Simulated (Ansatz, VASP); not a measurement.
**Sb in VASP and in Ansatz**

File INCAR:

```
PREC = Accurate
ENCUT = 520
EDIFF = 1E-7
ISMEAR = 0
SIGMA = 0.15
LREAL = False
LASPH = True
NELM = 100
ALGO = Normal
ISIF = 2
LWAVE = False
LCHARG = False
GGA = PE
IVDW = 12
NBANDS = 12
```

The input KPOINTS:

```
regular mesh
0
Gamma
  18 18 10
```

Contents of POSCAR:

```
Sb
1.0
    3.4195351822      0.0000000000      0.0000000000
   -1.7097675911      2.9614043369      0.0000000000
    0.0000000000      0.0000000000      5.4099500000
Sb
2
Direct
    0.3333333333      0.6666666667      0.2500000000
    0.6666666667      0.3333333333      0.7500000000
```

Input for Ansatz:

```yaml
crystal:
  lattice:
    - [3.4195351822, 0.0, 0.0]
    - [-1.7097675911, 2.9614043369, 0.0]
    - [0.0, 0.0, 5.40995]
  atoms:
    - { symbol: Sb, position: [0.3333333333, 0.6666666667, 0.25] }
    - { symbol: Sb, position: [0.6666666667, 0.3333333333, 0.75] }
basis:
  ecutwfc: 420
kpoints:
  mp_grid: { grid: [18, 18, 10] }
hamiltonian:
  xc: pbe
  dispersion: d3bj
scf:
  occupations: { method: gaussian, width: 0.15 }
output:
  forces: true
  stress: true
  eigenvalues: true
```

Change from the starting cell: strain +0.015 along x and y, +0.015 along z, atoms carried along.

Alike in both runs: task single point; functional PBE; dispersion D3(BJ); k mesh 18 × 18 × 10; occupations gaussian, width 0.15 eV; no spin polarisation.

|  | VASP | Ansatz |
| --- | --- | --- |
| version | VASP 6.6.1 | Ansatz 0.2.0 |
| potentials or method | VASP PAW PBE potentials, release 64 (Sb), cutoff 520 eV | scalar-relativistic, plane waves, PAW |
| valence electrons in the cell | 10 | 30 |

|  | VASP | Ansatz | Ansatz less VASP |
| --- | --- | --- | --- |
| gap on the k mesh at the Fermi level (eV) | none | none | - |
| pressure (GPa) | -3.0 | -2.9 | +0.14 |
| traceless stress, the component that is largest in VASP (GPa) | 0.91 | 0.91 | +0.005 |

A gap of «none» marks a metal or a gap that the smearing closes. VASP's potentials hold 10 valence electrons a cell and Ansatz's 30, so a difference there can come from the potentials and not from the codes.

Neither program's run includes spin-orbit coupling.
